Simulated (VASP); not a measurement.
V:

```
V
1.0
     2.43987    0.00000    0.00000
     0.00000    2.43987    0.00000
     0.00000    0.00000    2.43987
V
1
Direct
  0.00000 0.00000 0.00000
```

This isn't the form of V at room conditions, which is bcc.

```yaml
Program: VASP 6.6.1
Task: relaxation of cell and atoms
Functional: PBEsol
Potentials_or_basis: VASP PAW PBE potentials, release 64 (V_sv)
Cutoff: 600 eV
k_mesh: 8 × 8 × 8
Occupations: gaussian, width 0.1 eV
Spin: no spin polarisation
```

At the start: pressure -6.0 GPa; volume 14.52 Å³/atom.

Question: How do energy, volume and symmetry change on relaxing?

Answer: Over 3 steps the energy falls by 11.5 meV/atom and the volume is 13.93 Å³/atom (-4.1 %); space group Pm-3m (No. 221, to 0.1 Å) before and after.

Step by step:
```
step  energy change (eV)  largest force (eV/Å)  pressure (GPa)  volume (Å³)
   1              0.0000                0.0000           -6.02        14.52
   2             -0.0013                0.0000            6.46        13.41
   3             -0.0115                0.0000           -0.04        13.93
```

Final structure:
```
CELL_PARAMETERS angstrom
2.40638 0.00000 0.00000
0.00000 2.40638 0.00000
0.00000 0.00000 2.40638
ATOMIC_POSITIONS crystal
V 0.00000 0.00000 0.00000
```

Caveat: the PAW data sets were made with another functional, which shifts forces and pressure a little.
